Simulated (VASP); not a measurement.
Input of a VASP 6.6.1 run:

File INCAR:

```
SYSTEM = WC
PREC = Accurate
ENCUT = 520
EDIFF = 1E-6
ISMEAR = -1
SIGMA = 0.05
LREAL = .False.
LASPH = .True.
NELM = 80
ALGO = Normal
ISIF = 2
LWAVE = .False.
LCHARG = .False.
GGA = PS
NBANDS = 16
```

File KPOINTS:

```
regular mesh
0
Gamma
  8 8 8
  0 0 0
```

The input POSCAR:

```
WC
1.0
    0.0000000000      2.1926800000      2.1926800000
    2.1926800000      0.0000000000      2.1926800000
    2.1926800000      2.1926800000      0.0000000000
W C
1 1
Direct
    0.0000000000      0.0000000000      0.0300000000
    0.5000000000      0.5000000000      0.5000000000
```

Potentials or basis: VASP PAW PBE potentials, release 64 (W_sv, C).

Launch:

```sh
$ cat potpaw_PBE.64/W_sv/POTCAR potpaw_PBE.64/C/POTCAR > POTCAR
$ mpirun -np 1 vasp_std > vasp.out
```

(1) Estimate the pressure.

(2) What does it give for the band gap on the k mesh?

## Answers

(1) -7.4 GPa.

(2) zero (bands 9 and 10 overlap by 3.09 eV).

Caveat: the cell stands under tension; the PAW data sets were made with another functional, which shifts forces and pressure a little; spin-orbit coupling is left out, which moves the levels of the heavy elements.
